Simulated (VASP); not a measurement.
Input of a VASP 6.6.1 run:

Contents of INCAR:

```
PREC = Accurate ; ENCUT = 600
EDIFF = 1E-6 ; ISMEAR = 0
SIGMA = 0.1 ; LREAL = F
LASPH = T ; NELM = 200
ALGO = Normal ; ISIF = 2
LWAVE = F ; LCHARG = T
GGA = PE ; LELF = T
LVHAR = T ; NBANDS = 20
GGA_COMPAT = F ; LMAXMIX = 6
```

KPOINTS

```
regular mesh
0
Gamma
  18 18 6
```

The input POSCAR:

```
TbC4
1.0
    2.6731267213      0.0000000000      0.0000000000
   -1.3365633607      2.3149956482      0.0000000000
    0.0000000000      0.0000000000      8.2066498052
Tb C
1 4
Direct
    0.0000000000      0.0000000000      0.0000000000
    0.3333333333      0.6666666667      0.7327675865
    0.3333333333      0.6666666667      0.2672324135
    0.6666666667      0.3333333333      0.2672324135
    0.6666666667      0.3333333333      0.7327675865
```

Potentials or basis: VASP PAW PBE potentials, release 64 (Tb_3, C), 4f in core.

Launch:

```bash
$ cat potpaw_PBE.64/Tb_3/POTCAR potpaw_PBE.64/C/POTCAR > POTCAR
$ mpirun -np 1 vasp_std > vasp.out
```

What does it give for the band gap on the k mesh?

Zero (an odd number of electrons rules out a gap without spin polarisation).

What does it give for the pressure?

0.9 GPa.

Predict the largest force.

0.006 eV/Å.

Forces on the atoms (eV/Å):
```
Tb   0.000  0.000  0.000
C    0.000  0.000  0.006
C    0.000  0.000 -0.006
C    0.000  0.000 -0.006
C    0.000  0.000  0.006
```

Caveat: spin-orbit coupling is left out, which moves the levels of the heavy elements; this functional lacks dispersion, which binds the layers, so the pressure and a relaxed spacing across them are unreliable; the 4f electrons are frozen in the core, so they carry no moment and show no levels. Spin polarisation is off, so any magnetic state and its effect on volume and gap are missing.
